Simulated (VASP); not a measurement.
# Li16Br3Cl13 (P1) in VASP: further runs

Runs on Li16Br3Cl13. Level: PBEsol. Tasks: single point.

Program: VASP 6.6.1. These are calculated values, not measurements. Logs are shortened: lines on timing, memory, paths and dates and some standing lists are left out, and cuts for length are marked.

**1. The cell of the first run**

The typed cell holds 64 atoms: a = 10.267 Å, b = 10.267 Å, c = 10.267 Å, α = 90.00°, β = 90.00°, γ = 90.00°.

**2. Single point, PBEsol**

The input, INCAR:

```
PREC = Accurate ; ENCUT = 880
EDIFF = 1E-6 ; ISMEAR = -1
SIGMA = 0.05 ; LREAL = Auto
LASPH = True ; NELM = 120
ALGO = Normal ; ISIF = 2
LWAVE = False ; LCHARG = False
GGA = PS ; ISYM = -1
NBANDS = 198 ; GGA_COMPAT = False
```

The input, KPOINTS:

```
explicit points
1
Reciprocal
  0.25000000   0.25000000   0.25000000 1
```

The input, POSCAR:

```
Li16Br3Cl13
1.0
   10.2667045994      0.0000000000      0.0000000000
    0.0000000000     10.2667045994      0.0000000000
    0.0000000000      0.0000000000     10.2667045994
Br Cl Li
6 26 32
Direct
    0.2519340000      0.0000000000      0.0001910000
    0.2509310000      0.0008700000      0.5004230000
    0.9987770000      0.2520340000      0.0011830000
    0.9976740000      0.9989790000      0.7495060000
    0.5010960000      0.4989500000      0.2503840000
    0.2489730000      0.7488680000      0.2504380000
    0.2501640000      0.4999990000      0.9972670000
    0.2487110000      0.4989330000      0.5026820000
    0.7474910000      0.9987160000      0.0017010000
    0.7486050000      0.9999960000      0.4995700000
    0.7496450000      0.5011000000      0.9987980000
    0.7509170000      0.5000270000      0.5018530000
    0.9981640000      0.2528990000      0.4995530000
    0.9968170000      0.7475590000      0.0003200000
    0.9966820000      0.7474220000      0.5003850000
    0.5014760000      0.2503030000      0.9990330000
    0.5017160000      0.2503240000      0.5017480000
    0.5028890000      0.7496350000      0.9975450000
    0.5027360000      0.7498410000      0.5031740000
    0.9953640000      0.9999550000      0.2518900000
    0.9981670000      0.5000860000      0.2515500000
    0.9993670000      0.5010230000      0.7487410000
    0.5039730000      0.0009240000      0.2505400000
    0.5025290000      0.0000120000      0.7502010000
    0.5005570000      0.5000280000      0.7500090000
    0.2498570000      0.2513510000      0.2519650000
    0.2529090000      0.2538990000      0.7488710000
    0.2512200000      0.7457660000      0.7501480000
    0.7499020000      0.2490610000      0.2518710000
    0.7473850000      0.2514990000      0.7490160000
    0.7507460000      0.7508540000      0.2506020000
    0.7487020000      0.7484770000      0.7502770000
    0.9902950000      0.9920220000      0.0080080000
    0.9909030000      0.9984270000      0.4937560000
    0.9975730000      0.5070580000      0.9992340000
    0.9978530000      0.5016150000      0.4998510000
    0.5080630000      0.9982910000      0.0004940000
    0.5081420000      0.9996860000      0.5003690000
    0.5021170000      0.5017320000      0.9931030000
    0.5023320000      0.5006250000      0.5071860000
    0.2577110000      0.2587040000      0.9979430000
    0.2522800000      0.2583500000      0.5019740000
    0.2527370000      0.7413580000      0.9928510000
    0.2495980000      0.7410510000      0.5077030000
    0.7428410000      0.2519690000      0.9998320000
    0.7485900000      0.2521400000      0.5007740000
    0.7486660000      0.7479550000      0.9988320000
    0.7492520000      0.7480090000      0.5021610000
    0.2489200000      0.0082740000      0.2502440000
    0.2578280000      0.0022720000      0.7502780000
    0.2423220000      0.4927890000      0.2496600000
    0.2499010000      0.4986070000      0.7496630000
    0.7495260000      0.0015520000      0.2512650000
    0.7430110000      0.0005120000      0.7507550000
    0.7565770000      0.4982450000      0.2504900000
    0.7496510000      0.4999620000      0.7503590000
    0.9980170000      0.2502860000      0.2576690000
    0.9991470000      0.2571560000      0.7427880000
    0.9925620000      0.7497100000      0.2520940000
    0.9977310000      0.7429530000      0.7485350000
    0.5020970000      0.2430340000      0.2526960000
    0.5008790000      0.2504330000      0.7489840000
    0.5075250000      0.7568910000      0.2512650000
    0.5017310000      0.7498630000      0.7500400000
```

Potentials or basis: VASP PAW PBE potentials, release 64 (Br, Cl, Li_sv).

Run with:

```bash
$ cat potpaw_PBE.64/Br/POTCAR potpaw_PBE.64/Cl/POTCAR potpaw_PBE.64/Li_sv/POTCAR > POTCAR
$ mpirun -np 1 vasp_std > vasp.out
```

OUTCAR:

```text
PREC = Accurate
   ENCUT = 880
   EDIFF = 1E-6
   ISMEAR = -1
   LREAL = Auto
   LASPH = True
   NELM = 120
   ISIF = 2
   GGA = PS
   ISYM = -1

 ion  position               nearest neighbor table
   1  0.252  0.000  0.000-  50 2.57  49 2.57  37 2.63  43 2.66  41 2.66  33 2.69
   2  0.251  0.001  0.500-  50 2.57  49 2.57  38 2.64  42 2.64  44 2.67  34 2.67
   3  0.999  0.252  0.001-  35 2.62  45 2.63  57 2.63  58 2.65  41 2.66  33 2.67
   4  0.998  0.999  0.750-  54 2.61  34 2.63  60 2.63  58 2.65  33 2.66  50 2.67
   5  0.501  0.499  0.250-  55 2.62  61 2.63  40 2.64  39 2.64  63 2.65  51 2.66
   6  0.249  0.749  0.250-  51 2.63  59 2.63  44 2.64  43 2.65  63 2.66  49 2.66
[... 56 lines left out ...]
  63  0.508  0.757  0.251-  31 2.50  23 2.51  19 2.59  18 2.61   5 2.65   6 2.66
  64  0.502  0.750  0.750-  19 2.53  32 2.54  18 2.54  25 2.57  24 2.57  28 2.57

IMPORTANT INFORMATION: All symmetrisations will be switched off!
NOSYMM: (Re-)initialisation of all symmetry stuff for point group C_1.

----------------------------------------------------------------------------------------

                                     Primitive cell

  volume of cell :    1082.1643

  direct lattice vectors                    reciprocal lattice vectors
    10.266704599  0.000000000  0.000000000     0.097402238  0.000000000  0.000000000
     0.000000000 10.266704599  0.000000000     0.000000000  0.097402238  0.000000000
     0.000000000  0.000000000 10.266704599     0.000000000  0.000000000  0.097402238

  length of vectors
    10.266704599 10.266704599 10.266704599     0.097402238  0.097402238  0.097402238

  position of ions in fractional coordinates (direct lattice)
     0.251934000  0.000000000  0.000191000
     0.250931000  0.000870000  0.500423000
     0.998777000  0.252034000  0.001183000
     0.997674000  0.998979000  0.749506000
     0.501096000  0.498950000  0.250384000
     0.248973000  0.748868000  0.250438000
[... 56 lines left out ...]
     0.507525000  0.756891000  0.251265000
     0.501731000  0.749863000  0.750040000

  ion indices of the primitive-cell ions
   primitive index   ion index
                 1           1
                 2           2
                 3           3
                 4           4
                 5           5
                 6           6
[... 56 lines left out ...]
                63          63
                64          64

----------------------------------------------------------------------------------------

 KPOINTS: explicit points

Read explicit list of k-points.

 Found      1 k-points:

 Following reciprocal coordinates:
            Coordinates               Weight
  0.250000  0.250000  0.250000      1.000000
   k-points           NKPTS =      1   k-points in BZ     NKDIM =      1   number of bands    NBANDS=    198
   number of dos      NEDOS =    301   number of ions     NIONS =     64
   total plane-waves  NPLWV = ******
   dimension x,y,z NGX =   100 NGY =  100 NGZ =  100
   dimension x,y,z NGXF=   200 NGYF=  200 NGZF=  200
   ions per type =               6  26  32
   NGX,Y,Z   is equivalent  to a cutoff of  16.19, 16.19, 16.19 a.u.
   NGXF,Y,Z  is equivalent  to a cutoff of  32.39, 32.39, 32.39 a.u.
 SYSTEM =  unknown system
   PREC   = accura    normal or accurate (medium, high low for compatibility)
   ISTART =      0    job   : 0-new  1-cont  2-samecut
   ICHARG =      2    charge: 1-file 2-atom 10-const
   ISPIN  =      1    spin polarized calculation?
   LNONCOLLINEAR =      F non collinear calculations
   LSORBIT =      F    spin-orbit coupling
   LASPH  =      T    aspherical Exc in radial PAW
   ENCUT  =  880.0 eV  64.68 Ry    8.04 a.u.  24.83 24.83 24.83*2*pi/ulx,y,z
   NELM   =    120;   NELMIN=  2; NELMDL= -5     # of ELM steps
   EDIFF  = 0.1E-05   stopping-criterion for ELM
   LREAL  =      T    real-space projection
   EDIFFG = 0.1E-04   stopping-criterion for IOM
   NSW    =      0    number of steps for IOM
   IBRION =     -1    ionic relax: 0-MD 1-quasi-New 2-CG
   NFREE  =      0    steps in history (QN), initial steepest desc. (CG)
   ISIF   =      2    stress and relaxation
   ISYM   =     -1    0-nonsym 1-usesym 2-fastsym
   POTIM  = 0.5000    time-step for ionic-motion
   TEBEG  =    0.0;   TEEND  =   0.0 temperature during run
   PSTRESS=    0.0 pullay stress
   NELECT =     320.0000    total number of electrons
   NUPDOWN=      -1.0000    fix difference up-down
   EMIN   =  10.00;   EMAX   =-10.00  energy-range for DOS
   EFERMI =   0.00;   METHOD = LEGACY
   ISMEAR =    -1;   SIGMA  =   0.05  broadening in eV -4-tet -1-fermi 0-gaus
   EFERMI_NEDOS =   21; number of points for ismear=-14 and -15
   IALGO  =     38    algorithm
   IMIX   =      4    mixing-type and parameters
     AMIX     =   0.40;   BMIX     =  1.00
     AMIX_MAG =   1.60;   BMIX_MAG =  1.00
  volume/ion in A,a.u.               =      16.91       114.11
  Fermi-wavevector in a.u.,A,eV,Ry     =   1.090671  2.061069 16.184990  1.189563
  Thomas-Fermi vector in A             =   2.226900
   LORBIT       =      0    0 simple, 1 ext, 2 COOP (PROOUT), +10 PAW based schemes
   GGA     = PS    functional components
   LHFCALC =     F    Hartree Fock is set to
   AEXX    =    0.0000 exact exchange contribution
   IVDW    =     0    specifies the selected vdW correction
   LEPSILON=     F    determine dielectric tensor
   LRPA    =     F    only Hartree local field effects (RPA)
 non-spin polarized calculation
  energy-cutoff  :      880.00
  volume of cell :     1082.16
 maximum number of plane-waves:     64115
 NGX is ok and might be reduce to   100
   NGX = 49   NGY = 49   NGZ = 49

 number of electron     320.0000023 magnetization

 Free energy of the ion-electron system (eV)
  ---------------------------------------------------
  ext. energy  EPLUGINS =         0.00000000
  ---------------------------------------------------
  free energy    TOTEN  =      -239.80495769 eV

  energy without entropy =     -239.80495769  energy(sigma->0) =     -239.80495769

 E-fermi :   2.4039     XC(G=0):  -9.0137

 val. band max:        1.0339429420   @ k =   0.2500   0.2500   0.2500
 cond. band min:       7.2862574370   @ k =   0.2500   0.2500   0.2500
 fundamental gap:      6.2523144950
 Fermi energy:         2.4039150561

 k-point     1 :       0.2500    0.2500    0.2500
  band No.  band energies     occupation
      1     -42.1699      2.00000
      2     -42.1686      2.00000
      3     -42.1657      2.00000
      4     -42.1649      2.00000
      5     -42.1646      2.00000
      6     -42.1637      2.00000
[... 164 lines left out ...]
    171       8.2847      0.00000
    172       8.3543      0.00000
 [bands above 172 left out]

------------------------ aborting loop because EDIFF is reached ----------------------------------------

  FORCE on cell =-STRESS in cart. coord.  units (eV):
  Direction    XX          YY          ZZ          XY          YZ          ZX
  --------------------------------------------------------------------------------------
  -------------------------------------------------------------------------------------
  Total        0.2595158      0.2133946      0.3362581     -0.6815920     -0.7478397     -0.7520772
  in kB        0.3842211      0.3159372      0.4978404     -1.0091178     -1.1071995     -1.1134732
  external PRESSURE =       0.3993329 kB  Pullay stress =       0.0000000 kB

 VOLUME and BASIS-vectors are now :
 -----------------------------------------------------------------------------
  energy-cutoff  :      880.00
  volume of cell :     1082.16
      direct lattice vectors                 reciprocal lattice vectors
    10.266704599  0.000000000  0.000000000     0.097402238  0.000000000  0.000000000
     0.000000000 10.266704599  0.000000000     0.000000000  0.097402238  0.000000000
     0.000000000  0.000000000 10.266704599     0.000000000  0.000000000  0.097402238

 POSITION                                       TOTAL-FORCE (eV/Angst)
 -----------------------------------------------------------------------------------
      2.58653      0.00000      0.00196         0.006404      0.000186     -0.000283
      2.57623      0.00893      5.13770         0.002350      0.003523      0.004276
     10.25415      2.58756      0.01215        -0.005448     -0.002421      0.005833
     10.24282     10.25622      7.69496         0.005933     -0.002260      0.001113
      5.14460      5.12257      2.57062         0.003798     -0.000636      0.003373
      2.55613      7.68841      2.57117        -0.005957     -0.000790      0.002780
[... 56 lines left out ...]
      5.21061      7.77078      2.57966         0.008743      0.011363      0.000905
      5.15112      7.69862      7.70044         0.019624      0.002519     -0.000774
 -----------------------------------------------------------------------------------
    total drift:                                0.020068     -0.026033     -0.057422

  FREE ENERGIE OF THE ION-ELECTRON SYSTEM (eV)
  ---------------------------------------------------
  free  energy   TOTEN  =      -239.8049576949 eV

  energy  without entropy=     -239.8049576949  energy(sigma->0) =     -239.80495769
```

It took 13 min on 1 thread of Intel Xeon Platinum 8488C (Sapphire Rapids), shared host; peak memory 1.9 GiB.

What came out:

| Property | Result |
| --- | --- |
| Free energy | -239.8050 eV |
| Pressure | 0.0 GPa |
| Largest force | 0.020 eV/Å |
| Band gap on the k mesh | 6.25 eV |

Forces in eV/Å, atoms in the order of the input:
```
Br   0.006  0.000  0.000
Br   0.002  0.004  0.004
Br  -0.005 -0.002  0.006
Br   0.006 -0.002  0.001
Br   0.004 -0.001  0.003
Br  -0.006 -0.001  0.003
Cl   0.003  0.002  0.005
Cl   0.002  0.003  0.000
Cl   0.005  0.005 -0.006
Cl  -0.008  0.002 -0.002
Cl   0.002  0.005 -0.002
Cl  -0.002  0.001 -0.001
Cl   0.001  0.000 -0.001
Cl  -0.005 -0.004 -0.002
Cl  -0.002 -0.004  0.003
Cl   0.004 -0.004 -0.008
Cl  -0.003 -0.002 -0.003
Cl   0.000  0.003  0.003
Cl   0.002 -0.001  0.002
Cl   0.002  0.001 -0.001
Cl   0.005 -0.003  0.003
Cl   0.000  0.002  0.004
Cl  -0.001 -0.002  0.002
Cl  -0.003  0.002  0.008
Cl   0.010  0.002  0.002
Cl   0.001 -0.003 -0.005
Cl   0.001 -0.001  0.005
Cl  -0.004  0.002 -0.005
Cl  -0.001  0.001  0.004
Cl   0.003 -0.003  0.008
Cl  -0.002  0.000  0.002
Cl  -0.003 -0.002  0.003
Li  -0.005  0.002  0.000
Li  -0.011  0.000 -0.005
Li   0.012  0.009  0.007
Li  -0.005  0.002  0.011
Li  -0.007  0.000 -0.001
Li  -0.019 -0.002  0.003
Li  -0.008  0.004 -0.010
Li  -0.008 -0.002  0.005
Li   0.002  0.003 -0.001
Li  -0.001  0.004 -0.001
Li  -0.012  0.001 -0.015
Li   0.003 -0.003 -0.012
Li  -0.004 -0.004  0.003
Li   0.004  0.006  0.006
Li   0.002 -0.011 -0.001
Li   0.001  0.005  0.009
Li  -0.003 -0.015  0.008
Li   0.003  0.006 -0.001
Li  -0.015 -0.009  0.007
Li  -0.001 -0.015  0.001
Li   0.003  0.015  0.004
Li   0.006  0.002  0.002
Li   0.003  0.007 -0.002
Li   0.014  0.000 -0.014
Li   0.004 -0.010 -0.001
Li  -0.003  0.008 -0.013
Li  -0.003  0.002 -0.002
Li   0.005 -0.004 -0.002
Li  -0.004 -0.011 -0.009
Li   0.006 -0.004 -0.012
Li   0.009  0.011  0.001
Li   0.020  0.003 -0.001
```

Stress tensor (GPa, compression positive):
```
 0.04 -0.10 -0.11
-0.10  0.03 -0.11
-0.11 -0.11  0.05
```

Caveat: the PAW data sets were made with another functional, which shifts forces and pressure a little; a shifted mesh leaves out Γ, where band edges can lie. A k mesh can miss the band edges.

(Part 1 of 2 ends here.)
